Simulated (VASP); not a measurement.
A run of VASP 6.6.1:

Contents of INCAR:

```
SYSTEM = TaN
ALGO = Normal ; EDIFF = 1E-6
ENCUT = 520 ; GGA = PS
ISIF = 2 ; ISMEAR = 0
LASPH = .True. ; LCHARG = .False.
LREAL = .False. ; LWAVE = .False.
NBANDS = 15 ; NELM = 80
PREC = Accurate ; SIGMA = 0.15
```

Contents of KPOINTS:

```
k-points
0
Gamma
  21 21 18
  0 0 0
```

The input POSCAR:

```
TaN
1.0
    3.0774865487      0.0000000000      0.0000000000
   -1.5387432743      2.6651815310      0.0000000000
    0.0000000000      0.0000000000      2.9026853127
Ta N
1 1
Direct
    0.3333333333      0.6666666667      0.5000000000
    0.0000000000      0.0000000000      0.0000000000
```

Potentials or basis: VASP PAW PBE potentials, release 64 (Ta_pv, N).

Command:

```sh
$ cat potpaw_PBE.64/Ta_pv/POTCAR potpaw_PBE.64/N/POTCAR > POTCAR
$ mpirun -np 1 vasp_std > vasp.out
```

Hardware: 1 thread of Intel Xeon 8259CL, with other jobs on the host.

Question: Estimate the wall time of this run.

Answer: Wall time 2.1 min on 1 thread of Intel Xeon 8259CL (shared host), peak memory 0.28 GiB. Counts: scf iterations 12, k points 480.
